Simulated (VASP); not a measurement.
Here is a VASP 6.6.1 calculation.

INCAR

```
PREC = Accurate ; ENCUT = 520
EDIFF = 1E-6 ; ISMEAR = -1
SIGMA = 0.08 ; LREAL = F
LASPH = T ; NELM = 100
ALGO = Normal ; ISIF = 2
LWAVE = F ; LCHARG = F
GGA = PE ; NBANDS = 18
```

The input KPOINTS:

```
regular mesh
0
Gamma
  13 13 12
```

The input POSCAR:

```
Lu
1.0
    3.1528640216      0.0000000000      0.0000000000
   -1.5764320108      2.7304603373      0.0000000000
    0.0000000000      0.0000000000      3.0617536048
Lu
1
Direct
    0.0000000000      0.0000000000      0.0000000000
```

Potentials or basis: VASP PAW PBE potentials, release 64 (Lu).

Run with:

```bash
$ cat potpaw_PBE.64/Lu/POTCAR > POTCAR
$ mpirun -np 1 vasp_std > vasp.out
```

Problem. Estimate the pressure.

Solution. 7.6 GPa.

Problem. Estimate the band gap on the k mesh.

Solution. Zero (an odd number of electrons rules out a gap without spin polarisation).

Stress tensor (GPa, compression positive):
```
7.62 0.00 0.00
0.00 7.62 0.00
0.00 0.00 7.52
```

Caveat: the cell stands under pressure; spin-orbit coupling is left out, which moves the levels of the heavy elements.
